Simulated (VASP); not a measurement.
# InP (F-43m) in VASP: notebook

Runs on InP. Level: r2SCAN. Tasks: single point, relaxation of cell and atoms.

Everything below comes from runs of VASP 6.6.1. Logs are shortened: lines on timing, memory, paths and dates and some standing lists are left out, and cuts for length are marked.

### 1 The cell of the first run

It takes space group F-43m (No. 216, cubic). Conventional cell: a = 5.907 Å, b = 5.907 Å, c = 5.907 Å, α = 90.00°, β = 90.00°, γ = 90.00°. Within 3.4 Å of In (site symmetry -43m) lie 4 P at 2.56 Å. Within 3.4 Å of P (site symmetry -43m) lie 4 In at 2.56 Å.

### 2 Single point, r2SCAN

Input file POSCAR:

```
InP
1.0
    0.0000000000      2.9535922759      2.9535922759
    2.9535922759      0.0000000000      2.9535922759
    2.9535922759      2.9535922759      0.0000000000
In P
1 1
Direct
    0.0000000000      0.0000000000      0.0000000000
    0.2500000000      0.2500000000      0.2500000000
```

Input file INCAR.step1:

```
SYSTEM = InP
  PREC = Accurate
  ENCUT = 550
  ISMEAR = -1
  SIGMA = 0.1
  LREAL = .False.
  LASPH = .True.
  NELM = 120
  NBANDS = 16
  GGA = PE
  ALGO = Normal
  EDIFF = 1E-5
  LWAVE = .True.
  LCHARG = .False.
  GGA_COMPAT = .False.
```

Input file INCAR.step2:

```
SYSTEM = InP
  PREC = Accurate
  ENCUT = 550
  EDIFF = 1E-6
  ISMEAR = -1
  SIGMA = 0.1
  LREAL = .False.
  LASPH = .True.
  NELM = 120
  ALGO = Normal
  ISIF = 2
  LWAVE = .False.
  LCHARG = .True.
  METAGGA = R2SCAN
  LMIXTAU = .True.
  LELF = .True.
  LVHAR = .True.
  NBANDS = 16
  ISTART = 1
  GGA_COMPAT = .False.
```

Input file KPOINTS:

```
regular mesh
0
Gamma
  8 8 8
  0 0 0
```

Potentials or basis: VASP PAW PBE potentials, release 64 (In_d, P).

Run with:

```bash
> cat potpaw_PBE.64/In_d/POTCAR potpaw_PBE.64/P/POTCAR > POTCAR
> cp INCAR.step1 INCAR
> mpirun -np 1 vasp_std > vasp.out
> cp INCAR.step2 INCAR
> mpirun -np 1 vasp_std > vasp.out
```

OUTCAR:

```text
SYSTEM = InP
   PREC = Accurate
   ENCUT = 550
   EDIFF = 1E-6
   ISMEAR = -1
   LREAL = .False.
   LASPH = .True.
   NELM = 120
   ISIF = 2
   METAGGA = R2SCAN
   ISTART = 1

 ion  position               nearest neighbor table
   1  0.000  0.000  0.000-   2 2.56   2 2.56   2 2.56   2 2.56
   2  0.250  0.250  0.250-   1 2.56   1 2.56   1 2.56   1 2.56

  LATTYP: Found a face centered cubic cell.
 ALAT       =     5.9071845518

  Lattice vectors:

 A1 = (   0.0000000000,   2.9535922759,   2.9535922759)
 A2 = (   2.9535922759,   0.0000000000,   2.9535922759)
 A3 = (   2.9535922759,   2.9535922759,   0.0000000000)

Analysis of symmetry for initial positions (statically):
=====================================================================
 Subroutine PRICEL returns:
 Original cell was already a primitive cell.

 Routine SETGRP: Setting up the symmetry group for a
 face centered cubic supercell.

 Subroutine GETGRP returns: Found 24 space group operations
 (whereof 24 operations were pure point group operations)
 out of a pool of 48 trial point group operations.

The static configuration has the point symmetry T_d .

Analysis of symmetry for dynamics (positions and initial velocities):
=====================================================================
 Subroutine PRICEL returns:
 Original cell was already a primitive cell.

 Routine SETGRP: Setting up the symmetry group for a
 face centered cubic supercell.

 Subroutine GETGRP returns: Found 24 space group operations
 (whereof 24 operations were pure point group operations)
 out of a pool of 48 trial point group operations.

The dynamic configuration has the point symmetry T_d .

 Subroutine INISYM returns: Found 24 space group operations
 (whereof 24 operations are pure point group operations),
 and found     1 'primitive' translations

----------------------------------------------------------------------------------------

                                     Primitive cell

  volume of cell :      51.5325

  direct lattice vectors                    reciprocal lattice vectors
     0.000000000  2.953592276  2.953592276    -0.169285383  0.169285383  0.169285383
     2.953592276  0.000000000  2.953592276     0.169285383 -0.169285383  0.169285383
     2.953592276  2.953592276  0.000000000     0.169285383  0.169285383 -0.169285383

[... 79 lines left out ...]
   LSORBIT =      F    spin-orbit coupling
   LASPH  =      T    aspherical Exc in radial PAW
   ENCUT  =  550.0 eV  40.42 Ry    6.36 a.u.   7.99  7.99  7.99*2*pi/ulx,y,z
   NELM   =    120;   NELMIN=  2; NELMDL=  0     # of ELM steps
   EDIFF  = 0.1E-05   stopping-criterion for ELM
   LREAL  =      F    real-space projection
   EDIFFG = 0.1E-04   stopping-criterion for IOM
   NSW    =      0    number of steps for IOM
   IBRION =     -1    ionic relax: 0-MD 1-quasi-New 2-CG
   NFREE  =      0    steps in history (QN), initial steepest desc. (CG)
   ISIF   =      2    stress and relaxation
   ISYM   =      2    0-nonsym 1-usesym 2-fastsym
   POTIM  = 0.5000    time-step for ionic-motion
   TEBEG  =    0.0;   TEEND  =   0.0 temperature during run
   PSTRESS=    0.0 pullay stress
   NELECT =      18.0000    total number of electrons
   NUPDOWN=      -1.0000    fix difference up-down
   EMIN   =  10.00;   EMAX   =-10.00  energy-range for DOS
   EFERMI =   0.00;   METHOD = LEGACY
   ISMEAR =    -1;   SIGMA  =   0.10  broadening in eV -4-tet -1-fermi 0-gaus
   EFERMI_NEDOS =   21; number of points for ismear=-14 and -15
   IALGO  =     38    algorithm
   IMIX   =      4    mixing-type and parameters
     AMIX     =   0.40;   BMIX     =  1.00
     AMIX_MAG =   1.60;   BMIX_MAG =  1.00
  volume/ion in A,a.u.               =      25.77       173.88
  Fermi-wavevector in a.u.,A,eV,Ry     =   1.152936  2.178733 18.085693  1.329261
  Thomas-Fermi vector in A             =   2.289583
   LORBIT       =      0    0 simple, 1 ext, 2 COOP (PROOUT), +10 PAW based schemes
   METAGGA = R2SCAN    functional components
   LHFCALC =     F    Hartree Fock is set to
   AEXX    =    0.0000 exact exchange contribution
   IVDW    =     0    specifies the selected vdW correction
   LEPSILON=     F    determine dielectric tensor
   LRPA    =     F    only Hartree local field effects (RPA)
 non-spin polarized calculation
  energy-cutoff  :      550.00
  volume of cell :       51.53
 maximum number of plane-waves:      1540
   NGX = 15   NGY = 15   NGZ = 15

 number of electron      18.0000009 magnetization

 Free energy of the ion-electron system (eV)
  ---------------------------------------------------
  ext. energy  EPLUGINS =         0.00000000
  ---------------------------------------------------
  free energy    TOTEN  =       -32.29771523 eV

  energy without entropy =      -32.29763541  energy(sigma->0) =      -32.29767532

 E-fermi :   5.3685     XC(G=0):  -9.7714

 val. band max:        4.7560702347   @ k =   0.0000   0.0000   0.0000
 cond. band min:       5.7872862867   @ k =   0.0000   0.0000   0.0000
 fundamental gap:      1.0312160520
 Fermi energy:         5.3685425031

 k-point     1 :       0.0000    0.0000    0.0000
  band No.  band energies     occupation
      1      -9.8559      2.00000
      2      -9.8559      2.00000
      3      -9.8559      2.00000
      4      -9.6892      2.00000
      5      -9.6892      2.00000
      6      -7.0804      2.00000
[... 433 lines left out ...]
      3      -9.7864      2.00000
      4      -9.6948      2.00000
      5      -9.6767      2.00000
      6      -5.0369      2.00000
[... 8 lines left out ...]
     15      15.9807      0.00000
     16      16.6366      0.00000

 [... further k-points ...]

------------------------ aborting loop because EDIFF is reached ----------------------------------------

  FORCE on cell =-STRESS in cart. coord.  units (eV):
  Direction    XX          YY          ZZ          XY          YZ          ZX
  --------------------------------------------------------------------------------------
  -------------------------------------------------------------------------------------
  Total       -0.0334484     -0.0334484     -0.0334484      0.0000000      0.0000000     -0.0000000
  in kB       -1.0399311     -1.0399311     -1.0399311      0.0000000      0.0000000     -0.0000000
  external PRESSURE =      -1.0399311 kB  Pullay stress =       0.0000000 kB

 VOLUME and BASIS-vectors are now :
 -----------------------------------------------------------------------------
  energy-cutoff  :      550.00
  volume of cell :       51.53
      direct lattice vectors                 reciprocal lattice vectors
     0.000000000  2.953592276  2.953592276    -0.169285383  0.169285383  0.169285383
     2.953592276  0.000000000  2.953592276     0.169285383 -0.169285383  0.169285383
     2.953592276  2.953592276  0.000000000     0.169285383  0.169285383 -0.169285383

 POSITION                                       TOTAL-FORCE (eV/Angst)
 -----------------------------------------------------------------------------------
      0.00000      0.00000      0.00000        -0.000000     -0.000000      0.000000
      1.47680      1.47680      1.47680         0.000000      0.000000     -0.000000
 -----------------------------------------------------------------------------------
    total drift:                               -0.000000     -0.000000     -0.000000

  FREE ENERGIE OF THE ION-ELECTRON SYSTEM (eV)
  ---------------------------------------------------
  free  energy   TOTEN  =       -32.2977152255 eV

  energy  without entropy=      -32.2976354121  energy(sigma->0) =      -32.29767532
```

OSZICAR.step1:

```text
N       E                     dE             d eps       ncg     rms          rms(c)
DAV:   1     0.114322866477E+03    0.11432E+03   -0.87325E+03   928   0.130E+03
DAV:   2    -0.104812535555E+01   -0.11537E+03   -0.11046E+03  1016   0.306E+02
DAV:   3    -0.859736875964E+01   -0.75492E+01   -0.75145E+01  1192   0.761E+01
DAV:   4    -0.880170073712E+01   -0.20433E+00   -0.20426E+00  1192   0.135E+01
DAV:   5    -0.881162072609E+01   -0.99200E-02   -0.99198E-02  1400   0.256E+00    0.548E+00
DAV:   6    -0.842489320292E+01    0.38673E+00   -0.62098E-01  1496   0.126E+01    0.329E+00
DAV:   7    -0.839796983250E+01    0.26923E-01   -0.15396E-01  1344   0.304E+00    0.123E+00
DAV:   8    -0.839844982351E+01   -0.47999E-03   -0.14769E-02  1176   0.142E+00    0.299E-01
DAV:   9    -0.839908594032E+01   -0.63612E-03   -0.12886E-03  1184   0.390E-01    0.150E-01
DAV:  10    -0.839923237634E+01   -0.14644E-03   -0.22768E-04  1368   0.188E-01    0.987E-02
DAV:  11    -0.839930941407E+01   -0.77038E-04   -0.11688E-04  1112   0.909E-02    0.435E-02
DAV:  12    -0.839930876990E+01    0.64416E-06   -0.71113E-06   840   0.275E-02
   1 F= -.83993088E+01 E0= -.83990679E+01  d E =-.481839E-03
```

It took 2.1 min on 1 thread of Intel Xeon 8259CL, shared host; peak memory 0.2 GiB.

Results:

| Item | Value |
| --- | --- |
| Free energy | -32.2977 eV |
| Pressure | -0.1 GPa |
| Band gap on the k mesh | 1.03 eV |

Levels at points of the mesh, in eV from the valence-band top:
```
           k point  band 6  band 7  band 8  band 9  band 10  band 11  band 12  band 13
(0.00, 0.00, 0.00)  -11.84    0.00    0.00    0.00     1.03     4.44     4.44     4.44
(0.50, 0.00, 0.00)  -10.11   -5.75   -0.97   -0.97     1.80     5.16     5.16     7.50
(0.50, 0.50, 0.00)   -9.46   -5.77   -2.33   -2.33     2.04     2.55     9.73    10.15
```

Caveat: the PAW data sets were made with another functional, which shifts forces and pressure a little; spin-orbit coupling is left out, which moves the levels of the heavy elements.

### 3 Relaxation of cell and atoms, r2SCAN

This run uses another cell than the first one, of 26.22 Å³/atom.

Input file POSCAR:

```
InP
1.0
    0.0000000000      2.9707180000      2.9707180000
    2.9707180000      0.0000000000      2.9707180000
    2.9707180000      2.9707180000      0.0000000000
In P
1 1
Direct
    0.0000000000      0.0000000000      0.0000000000
    0.2500000000      0.2500000000      0.2500000000
```

Input file INCAR.step1:

```
SYSTEM = InP
ALGO = Normal
EDIFF = 1E-5
EDIFFG = -0.005
ENCUT = 550
GGA = PE
GGA_COMPAT = .FALSE.
IBRION = 2
ISIF = 3
ISMEAR = -1
LASPH = .TRUE.
LCHARG = .FALSE.
LREAL = .FALSE.
LWAVE = .TRUE.
NELM = 120
NELMIN = 4
NSW = 100
PREC = Accurate
SIGMA = 0.1
```

Input file INCAR.step2:

```
SYSTEM = InP
ALGO = Normal
EDIFF = 1E-7
EDIFFG = -0.03
ENCUT = 550
GGA_COMPAT = .FALSE.
IBRION = 2
ISIF = 3
ISMEAR = -1
ISTART = 1
LASPH = .TRUE.
LCHARG = .FALSE.
LMIXTAU = .TRUE.
LREAL = .FALSE.
LWAVE = .FALSE.
METAGGA = R2SCAN
NELM = 120
NELMIN = 4
NSW = 80
PREC = Accurate
SIGMA = 0.1
```

Input file KPOINTS:

```
k-points
0
G
  8 8 8
  0 0 0
```

Potentials or basis: VASP PAW PBE potentials, release 64 (In_d, P).

Run with:

```bash
> cat potpaw_PBE.64/In_d/POTCAR potpaw_PBE.64/P/POTCAR > POTCAR
> cp INCAR.step1 INCAR
> mpirun -np 1 vasp_std > vasp.out
> cp INCAR.step2 INCAR
> mpirun -np 1 vasp_std > vasp.out
```

Run time: 6.5 min. Hardware: 1 thread of Intel Xeon 8259CL, shared host; peak memory 0.21 GiB.

The run converged. Its results:

```yaml
Free_energy: -32.2981 eV
Relaxed_volume: 25.72 Å³/atom
Relaxed_cell: a = 4.175 Å, b = 4.175 Å, c = 4.175 Å, α = 60.00°, β = 60.00°, γ = 60.00°
Space_group_after_relaxing_to_0.1_Å: F-43m (No. 216)
Energy_gained_by_relaxing: 2.0 meV/atom
Ionic_steps: 3
Pressure_after_relaxing: 0.0 GPa
Band_gap_on_the_k_mesh: 1.04 eV
```

Step by step:
| step | energy change (eV) | largest force (eV/Å) | pressure (GPa) | volume (Å³) |
| --- | --- | --- | --- | --- |
| 1 | 0.0000 | 0.0000 | -1.25 | 52.43 |
| 2 | -0.0027 | 0.0000 | 0.76 | 50.90 |
| 3 | -0.0039 | 0.0000 | 0.01 | 51.44 |

Final structure:
```cif
data_structure
_symmetry_space_group_name_H-M 'P 1'
_symmetry_Int_Tables_number 1
_cell_length_a 4.1746
_cell_length_b 4.1746
_cell_length_c 4.1746
_cell_angle_alpha 60.000
_cell_angle_beta 60.000
_cell_angle_gamma 60.000
_cell_volume 51.44
loop_
_atom_site_label
_atom_site_type_symbol
_atom_site_fract_x
_atom_site_fract_y
_atom_site_fract_z
_atom_site_occupancy
In1 In 0.00000 0.00000 0.00000 1
P1 P 0.25000 0.25000 0.25000 1
```

Levels at points of the mesh, in eV from the valence-band top:
```tsv
k point	band 6	band 7	band 8	band 9	band 10	band 11	band 12	band 13
(0.00, 0.00, 0.00)	-11.85	0.00	0.00	0.00	1.04	4.44	4.44	4.44
(0.50, 0.00, 0.00)	-10.12	-5.76	-0.98	-0.98	1.81	5.16	5.16	7.50
(0.50, 0.50, 0.00)	-9.46	-5.78	-2.34	-2.34	2.04	2.55	9.74	10.16
```

Caveat: the PAW data sets were made with another functional, which shifts forces and pressure a little; spin-orbit coupling is left out, which moves the levels of the heavy elements.
